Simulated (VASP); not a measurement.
# ZnBi3 (Pm-3m) in VASP: notebook

ZnBi3 is run at these levels: PBE; tasks: relaxation of cell and atoms.

All numbers are computed with VASP 6.6.1; they aren't measurements. Logs are shortened: lines on timing, memory, paths and dates and some standing lists are left out, and cuts for length are marked.

## Step 1: The cell of the first run

Symmetry: Pm-3m, No. 221, cubic system. Conventional cell: a = 4.873 Å, b = 4.873 Å, c = 4.873 Å, α = 90.00°, β = 90.00°, γ = 90.00°. Within 4.5 Å of Bi (site symmetry 4/mmm) lie 8 Bi at 3.45 Å and 4 Zn at 3.45 Å. Within 4.5 Å of Zn (site symmetry m-3m) lie 12 Bi at 3.45 Å.

## Step 2: Relaxation of cell and atoms, PBE

Contents of INCAR:

```
PREC = Accurate
ENCUT = 600
EDIFF = 1E-7
ISMEAR = -1
SIGMA = 0.05
LREAL = F
LASPH = T
NELM = 100
ALGO = Normal
ISIF = 3
LWAVE = F
LCHARG = F
GGA = PE
IBRION = 2
NSW = 60
EDIFFG = -0.01
```

Contents of KPOINTS:

```
regular mesh
0
Gamma
  6 6 6
```

Contents of POSCAR:

```
ZnBi3
1.0
    4.8731640000      0.0000000000      0.0000000000
    0.0000000000      4.8731640000      0.0000000000
    0.0000000000      0.0000000000      4.8731640000
Bi Zn
3 1
Direct
    0.5000000000      0.5000000000      0.0000000000
    0.5000000000      0.0000000000      0.5000000000
    0.0000000000      0.5000000000      0.5000000000
    0.0000000000      0.0000000000      0.0000000000
```

Potentials or basis: VASP PAW PBE potentials, release 64 (Bi_d, Zn).

The run is started by

```bash
> cat potpaw_PBE.64/Bi_d/POTCAR potpaw_PBE.64/Zn/POTCAR > POTCAR
> mpirun -np 1 vasp_std > vasp.out
```

OUTCAR:

```text
PREC = Accurate
   ENCUT = 600
   EDIFF = 1E-7
   ISMEAR = -1
   LREAL = F
   LASPH = T
   NELM = 100
   ISIF = 3
   GGA = PE
   IBRION = 2
   NSW = 60
   EDIFFG = -0.01

 ion  position               nearest neighbor table
   1  0.500  0.500  0.000-   2 3.45   3 3.45   4 3.45   2 3.45   3 3.45   2 3.45   4 3.45   2 3.45
                             3 3.45   4 3.45   3 3.45   4 3.45
   2  0.500  0.000  0.500-   1 3.45   3 3.45   4 3.45   1 3.45   4 3.45   1 3.45   3 3.45   1 3.45
                             3 3.45   4 3.45   4 3.45   3 3.45
   3  0.000  0.500  0.500-   1 3.45   2 3.45   4 3.45   1 3.45   4 3.45   2 3.45   4 3.45   4 3.45
                             1 3.45   2 3.45   1 3.45   2 3.45
   4  0.000  0.000  0.000-   1 3.45   2 3.45   3 3.45   2 3.45   3 3.45   1 3.45   3 3.45   3 3.45
                             1 3.45   2 3.45   2 3.45   1 3.45

  LATTYP: Found a simple cubic cell.
 ALAT       =     4.8731640000

  Lattice vectors:

 A1 = (   4.8731640000,   0.0000000000,   0.0000000000)
 A2 = (   0.0000000000,   4.8731640000,   0.0000000000)
 A3 = (   0.0000000000,   0.0000000000,   4.8731640000)

Analysis of symmetry for initial positions (statically):
=====================================================================
 Subroutine PRICEL returns:
 Original cell was already a primitive cell.

 Routine SETGRP: Setting up the symmetry group for a
 simple cubic supercell.

 Subroutine GETGRP returns: Found 48 space group operations
 (whereof 48 operations were pure point group operations)
 out of a pool of 48 trial point group operations.

The static configuration has the point symmetry O_h .

Analysis of symmetry for dynamics (positions and initial velocities):
=====================================================================
 Subroutine PRICEL returns:
 Original cell was already a primitive cell.

 Routine SETGRP: Setting up the symmetry group for a
 simple cubic supercell.

 Subroutine GETGRP returns: Found 48 space group operations
 (whereof 48 operations were pure point group operations)
 out of a pool of 48 trial point group operations.

The dynamic configuration has the point symmetry O_h .

 Subroutine INISYM returns: Found 48 space group operations
 (whereof 48 operations are pure point group operations),
 and found     1 'primitive' translations

----------------------------------------------------------------------------------------

                                     Primitive cell

  volume of cell :     115.7266

  direct lattice vectors                    reciprocal lattice vectors
     4.873164000  0.000000000  0.000000000     0.205205489  0.000000000  0.000000000
     0.000000000  4.873164000  0.000000000     0.000000000  0.205205489  0.000000000
     0.000000000  0.000000000  4.873164000     0.000000000  0.000000000  0.205205489

  length of vectors
     4.873164000  4.873164000  4.873164000     0.205205489  0.205205489  0.205205489

  position of ions in fractional coordinates (direct lattice)
     0.500000000  0.500000000  0.000000000
     0.500000000  0.000000000  0.500000000
     0.000000000  0.500000000  0.500000000
     0.000000000  0.000000000  0.000000000

  ion indices of the primitive-cell ions
   primitive index   ion index
                 1           1
                 2           2
                 3           3
                 4           4

----------------------------------------------------------------------------------------

 KPOINTS: regular mesh

Automatic generation of k-mesh.
 Grid dimensions read from file:
 generate k-points for:    6    6    6

 Generating k-lattice:

  Cartesian coordinates                     Fractional coordinates (reciprocal lattice)
     0.034200915  0.000000000  0.000000000     0.166666667  0.000000000  0.000000000
     0.000000000  0.034200915  0.000000000     0.000000000  0.166666667  0.000000000
     0.000000000  0.000000000  0.034200915     0.000000000  0.000000000  0.166666667

  Length of vectors
     0.034200915  0.034200915  0.034200915

  Shift w.r.t. Gamma in fractional coordinates (k-lattice)
     0.000000000  0.000000000  0.000000000

 Subroutine IBZKPT returns following result:
 ===========================================

 Found     20 irreducible k-points:

 Following reciprocal coordinates:
            Coordinates               Weight
  0.000000  0.000000  0.000000      1.000000
  0.166667  0.000000  0.000000      6.000000
  0.333333  0.000000  0.000000      6.000000
  0.500000  0.000000  0.000000      3.000000
  0.166667  0.166667  0.000000     12.000000
  0.333333  0.166667  0.000000     24.000000
[... 12 lines left out ...]
  0.500000  0.500000  0.333333      6.000000
  0.500000  0.500000  0.500000      1.000000
   k-points           NKPTS =     20   k-points in BZ     NKDIM =     20   number of bands    NBANDS=     34
   number of dos      NEDOS =    301   number of ions     NIONS =      4
   total plane-waves  NPLWV =  64000
   dimension x,y,z NGX =    40 NGY =   40 NGZ =   40
   dimension x,y,z NGXF=    80 NGYF=   80 NGZF=   80
   ions per type =               3   1
   NGX,Y,Z   is equivalent  to a cutoff of  13.65, 13.65, 13.65 a.u.
   NGXF,Y,Z  is equivalent  to a cutoff of  27.29, 27.29, 27.29 a.u.
 SYSTEM =  unknown system
   PREC   = accura    normal or accurate (medium, high low for compatibility)
   ISTART =      0    job   : 0-new  1-cont  2-samecut
   ICHARG =      2    charge: 1-file 2-atom 10-const
   ISPIN  =      1    spin polarized calculation?
   LNONCOLLINEAR =      F non collinear calculations
   LSORBIT =      F    spin-orbit coupling
   LASPH  =      T    aspherical Exc in radial PAW
   ENCUT  =  600.0 eV  44.10 Ry    6.64 a.u.   9.73  9.73  9.73*2*pi/ulx,y,z
   NELM   =    100;   NELMIN=  2; NELMDL= -5     # of ELM steps
   EDIFF  = 0.1E-06   stopping-criterion for ELM
   LREAL  =      F    real-space projection
   EDIFFG = -.1E-01   stopping-criterion for IOM
   NSW    =     60    number of steps for IOM
   IBRION =      2    ionic relax: 0-MD 1-quasi-New 2-CG
   NFREE  =      1    steps in history (QN), initial steepest desc. (CG)
   ISIF   =      3    stress and relaxation
   ISYM   =      2    0-nonsym 1-usesym 2-fastsym
   POTIM  = 0.5000    time-step for ionic-motion
   TEBEG  =    0.0;   TEEND  =   0.0 temperature during run
   PSTRESS=    0.0 pullay stress
   NELECT =      57.0000    total number of electrons
   NUPDOWN=      -1.0000    fix difference up-down
   EMIN   =  10.00;   EMAX   =-10.00  energy-range for DOS
   EFERMI =   0.00;   METHOD = LEGACY
   ISMEAR =    -1;   SIGMA  =   0.05  broadening in eV -4-tet -1-fermi 0-gaus
   EFERMI_NEDOS =   21; number of points for ismear=-14 and -15
   IALGO  =     38    algorithm
   IMIX   =      4    mixing-type and parameters
     AMIX     =   0.40;   BMIX     =  1.00
     AMIX_MAG =   1.60;   BMIX_MAG =  1.00
  volume/ion in A,a.u.               =      28.93       195.24
  Fermi-wavevector in a.u.,A,eV,Ry     =   1.292872  2.443173 22.742372  1.671517
  Thomas-Fermi vector in A             =   2.424553
   LORBIT       =      0    0 simple, 1 ext, 2 COOP (PROOUT), +10 PAW based schemes
   GGA     = PE    functional components
   LHFCALC =     F    Hartree Fock is set to
   AEXX    =    0.0000 exact exchange contribution
   IVDW    =     0    specifies the selected vdW correction
   LEPSILON=     F    determine dielectric tensor
   LRPA    =     F    only Hartree local field effects (RPA)
 conjugate gradient relaxation of ions
 non-spin polarized calculation
  energy-cutoff  :      600.00
  volume of cell :      115.73
 maximum number of plane-waves:      3900
 NGX is ok and might be reduce to    40
   NGX = 19   NGY = 19   NGZ = 19

--------------------------------------- Ionic step        1  -------------------------------------------

 number of electron      56.9999976 magnetization

 Free energy of the ion-electron system (eV)
  ---------------------------------------------------
  ext. energy  EPLUGINS =         0.00000000
  ---------------------------------------------------
  free energy    TOTEN  =       -12.06038221 eV

  energy without entropy =      -12.03839662  energy(sigma->0) =      -12.04938942

------------------------ aborting loop because EDIFF is reached ----------------------------------------

  FORCE on cell =-STRESS in cart. coord.  units (eV):
  Direction    XX          YY          ZZ          XY          YZ          ZX
  --------------------------------------------------------------------------------------
  -------------------------------------------------------------------------------------
  Total       -0.0453384     -0.0453384     -0.0453384      0.0000000     -0.0000000      0.0000000
  in kB       -0.6276876     -0.6276876     -0.6276876      0.0000000     -0.0000000      0.0000000
  external PRESSURE =      -0.6276876 kB  Pullay stress =       0.0000000 kB

 VOLUME and BASIS-vectors are now :
 -----------------------------------------------------------------------------
  energy-cutoff  :      600.00
  volume of cell :      115.73
      direct lattice vectors                 reciprocal lattice vectors
     4.873164000  0.000000000  0.000000000     0.205205489  0.000000000  0.000000000
     0.000000000  4.873164000  0.000000000     0.000000000  0.205205489  0.000000000
     0.000000000  0.000000000  4.873164000     0.000000000  0.000000000  0.205205489

 POSITION                                       TOTAL-FORCE (eV/Angst)
 -----------------------------------------------------------------------------------
      2.43658      2.43658      0.00000         0.000000      0.000000      0.000000
      2.43658      0.00000      2.43658         0.000000      0.000000      0.000000
      0.00000      2.43658      2.43658         0.000000      0.000000      0.000000
      0.00000      0.00000      0.00000         0.000000      0.000000      0.000000
 -----------------------------------------------------------------------------------
    total drift:                               -0.000000     -0.000000     -0.000000

  FREE ENERGIE OF THE ION-ELECTRON SYSTEM (eV)
  ---------------------------------------------------
  free  energy   TOTEN  =       -12.0603822089 eV

  energy  without entropy=      -12.0383966224  energy(sigma->0) =      -12.04938942

--------------------------------------- Ionic step        2  -------------------------------------------

 number of electron      56.9999977 magnetization

 Free energy of the ion-electron system (eV)
  ---------------------------------------------------
  ext. energy  EPLUGINS =         0.00000000
  ---------------------------------------------------
  free energy    TOTEN  =       -12.06040453 eV

  energy without entropy =      -12.03851074  energy(sigma->0) =      -12.04945764

 E-fermi :   6.4015     XC(G=0): -10.1727

 val. band max:        6.3507676776   @ k =   0.3333   0.1667   0.1667
 cond. band min:       6.4637191605   @ k =   0.5000   0.1667   0.0000
 fundamental gap:      0.1129514829
 Fermi energy:         6.4014715730

 k-point     1 :       0.0000    0.0000    0.0000
  band No.  band energies     occupation
      1     -16.5086      2.00000
      2     -16.5086      2.00000
      3     -16.5086      2.00000
      4     -16.4805      2.00000
      5     -16.4171      2.00000
      6     -16.4171      2.00000
[... 26 lines left out ...]
     33       8.8434      0.00000
     34      11.7049      0.00000

 k-point     2 :       0.1667    0.0000    0.0000
  band No.  band energies     occupation
      1     -16.5067      2.00000
      2     -16.4922      2.00000
      3     -16.4922      2.00000
      4     -16.4707      2.00000
      5     -16.4161      2.00000
      6     -16.4083      2.00000
[... 26 lines left out ...]
     33       8.6591      0.00000
     34      11.8933      0.00000
[... 627 lines left out ...]
     33      10.7939      0.00000
     34      12.3415      0.00000

 k-point    20 :       0.5000    0.5000    0.5000
  band No.  band energies     occupation
      1     -16.4462      2.00000
      2     -16.4462      2.00000
      3     -16.4462      2.00000
      4     -16.4391      2.00000
      5     -16.4391      2.00000
      6     -16.4391      2.00000
[... 26 lines left out ...]
     33      10.8390      0.00000
     34      13.4699      0.00000

------------------------ aborting loop because EDIFF is reached ----------------------------------------

  FORCE on cell =-STRESS in cart. coord.  units (eV):
  Direction    XX          YY          ZZ          XY          YZ          ZX
  --------------------------------------------------------------------------------------
  -------------------------------------------------------------------------------------
  Total        0.0138981      0.0138981      0.0138981     -0.0000000     -0.0000000     -0.0000000
  in kB        0.1927281      0.1927281      0.1927281     -0.0000000     -0.0000000     -0.0000000
  external PRESSURE =       0.1927281 kB  Pullay stress =       0.0000000 kB

 VOLUME and BASIS-vectors are now :
 -----------------------------------------------------------------------------
  energy-cutoff  :      600.00
  volume of cell :      115.54
      direct lattice vectors                 reciprocal lattice vectors
     4.870499300 -0.000000000  0.000000000     0.205317759 -0.000000000  0.000000000
     0.000000000  4.870499300 -0.000000000     0.000000000  0.205317759  0.000000000
    -0.000000000 -0.000000000  4.870499300    -0.000000000  0.000000000  0.205317759

 POSITION                                       TOTAL-FORCE (eV/Angst)
 -----------------------------------------------------------------------------------
      2.43525      2.43525      0.00000         0.000000      0.000000      0.000000
      2.43525     -0.00000      2.43525        -0.000000     -0.000000      0.000000
     -0.00000      2.43525      2.43525        -0.000000     -0.000000      0.000000
      0.00000      0.00000      0.00000        -0.000000      0.000000      0.000000
 -----------------------------------------------------------------------------------
    total drift:                               -0.000000     -0.000000     -0.000000

  FREE ENERGIE OF THE ION-ELECTRON SYSTEM (eV)
  ---------------------------------------------------
  free  energy   TOTEN  =       -12.0604045313 eV

  energy  without entropy=      -12.0385107406  energy(sigma->0) =      -12.04945764

 reached required accuracy - stopping structural energy minimisation
```

Run time: 73 s. Hardware: 1 thread of AMD EPYC 9R45 (Zen 5), shared host; peak memory 0.26 GiB.

What came out:

| Property | Result |
| --- | --- |
| Free energy | -12.0604 eV |
| Relaxed volume | 28.88 Å³/atom |
| Relaxed cell | a = 4.870 Å, b = 4.870 Å, c = 4.870 Å, α = 90.00°, β = 90.00°, γ = 90.00° |
| Space group after relaxing (to 0.1 Å) | Pm-3m (No. 221) |
| Energy gained by relaxing | 0.0 meV/atom |
| Ionic steps | 2 |
| Pressure after relaxing | 0.0 GPa |
| Band gap on the k mesh | zero (an odd number of electrons rules out a gap without spin polarisation) |

Final structure:
```yaml
crystal:
  lattice:
    - [4.87050, 0.00000, 0.00000]
    - [0.00000, 4.87050, 0.00000]
    - [0.00000, 0.00000, 4.87050]
  atoms:
    - { symbol: Bi, position: [0.50000, 0.50000, 0.00000] }
    - { symbol: Bi, position: [0.50000, 0.00000, 0.50000] }
    - { symbol: Bi, position: [0.00000, 0.50000, 0.50000] }
    - { symbol: Zn, position: [0.00000, 0.00000, 0.00000] }
```

Caveat: spin-orbit coupling is left out, which moves the levels of the heavy elements.

## Step 3: Relaxation of cell and atoms, PBE, target pressure 2 GPa, at which the enthalpy is minimised

Contents of INCAR:

```
SYSTEM = ZnBi3
ALGO = Normal
EDIFF = 1E-7
EDIFFG = -0.01
ENCUT = 600
GGA = PE
IBRION = 2
ISIF = 3
ISMEAR = -1
LASPH = .True.
LCHARG = .False.
LREAL = .False.
LWAVE = .False.
NELM = 60
NSW = 60
PREC = Accurate
PSTRESS = 20.0
SIGMA = 0.05
```

Contents of KPOINTS:

```
k-points
0
Gamma
  6 6 6
  0 0 0
```

POSCAR is that of step 2.

Potentials or basis: VASP PAW PBE potentials, release 64 (Bi_d, Zn).

The run is started by

```bash
> cat potpaw_PBE.64/Bi_d/POTCAR potpaw_PBE.64/Zn/POTCAR > POTCAR
> mpirun -np 1 vasp_std > vasp.out
```

It took 2 min on 1 thread of AMD EPYC 9R45 (Zen 5), shared host; peak memory 0.26 GiB.

Results (log left out):

| Quantity | Value |
| --- | --- |
| Free energy | -12.0353 eV |
| Relaxed volume | 27.85 Å³/atom |
| Relaxed cell | a = 4.812 Å, b = 4.812 Å, c = 4.812 Å, α = 90.00°, β = 90.00°, γ = 90.00° |
| Space group after relaxing (to 0.1 Å) | Pm-3m (No. 221) |
| Energy change on relaxing (the run minimises the enthalpy) | +6.3 meV/atom |
| Ionic steps | 3 |
| Pressure after relaxing | 2.0 GPa |
| Band gap on the k mesh | zero (an odd number of electrons rules out a gap without spin polarisation) |

The path:
```
step  energy change (eV)  largest force (eV/Å)  pressure (GPa)  volume (Å³)
   1              0.0000                0.0000           -0.06       115.73
   2              0.0533                0.0000            3.01       109.60
   3              0.0251                0.0000            2.00       111.41
```

Final structure:
```
Bi Zn
1.0
     4.81181    0.00000    0.00000
     0.00000    4.81181    0.00000
     0.00000    0.00000    4.81181
Bi Zn
3 1
Direct
  0.50000 0.50000 0.00000
  0.50000 0.00000 0.50000
  0.00000 0.50000 0.50000
  0.00000 0.00000 0.00000
```

Levels at points of the mesh, in eV from the Fermi level:
```
           k point  band 26  band 27  band 28  band 29  band 30  band 31
(0.00, 0.00, 0.00)    -3.89    -2.20     1.11     1.11     1.11     2.47
(0.50, 0.00, 0.00)    -2.51    -1.29    -1.29    -0.44    -0.40     2.79
(0.50, 0.50, 0.00)    -1.19    -1.19    -0.85    -0.47    -0.47     0.56
(0.50, 0.50, 0.50)    -4.42    -4.42    -2.96     4.24     4.24     4.65
```

Caveat: the cell is relaxed towards a set pressure, so the run minimises the enthalpy, not the energy; spin-orbit coupling is left out, which moves the levels of the heavy elements.

The gap in the log of VASP goes by the Fermi energy; the results here count the filled bands.